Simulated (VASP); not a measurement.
Here is a VASP 6.6.1 calculation.

INCAR

```
SYSTEM = SrSn2As2
ALGO = Normal
EDIFF = 1E-7
ENCUT = 520
GGA = CA
ISIF = 2
ISMEAR = 0
LASPH = .True.
LCHARG = .False.
LREAL = .False.
LWAVE = .False.
NBANDS = 32
NELM = 60
PREC = Accurate
SIGMA = 0.05
```

KPOINTS

```
k-points
0
Gamma
  7 7 7
  0 0 0
```

File POSCAR:

```
SrSn2As2
1.0
    2.0780998851      1.1997913633      8.8073736447
   -2.0780998851      1.1997913633      8.8073736447
    0.0000000000     -2.3995832209      8.8073735774
Sr Sn As
1 2 2
Direct
    0.0000000000      0.0000000000      0.0000000000
    0.2088246261      0.2088246261      0.2088246261
    0.7911753739      0.7911753739      0.7911753739
    0.4064261801      0.4064261801      0.4064261801
    0.5935738199      0.5935738199      0.5935738199
```

Potentials or basis: VASP PAW LDA potentials, release 64 (Sr_sv, Sn_d, As).

Command:

```console
$ cat potpaw_LDA.64/Sr_sv/POTCAR potpaw_LDA.64/Sn_d/POTCAR potpaw_LDA.64/As/POTCAR > POTCAR
$ mpirun -np 1 vasp_std > vasp.out
```

Question: Predict the largest force.

Answer: 0.030 eV/Å.

Question: Estimate the pressure.

Answer: 0.2 GPa.

Stress tensor (GPa, compression positive):
```
 0.48  0.00  0.00
 0.00  0.48  0.00
 0.00  0.00 -0.36
```
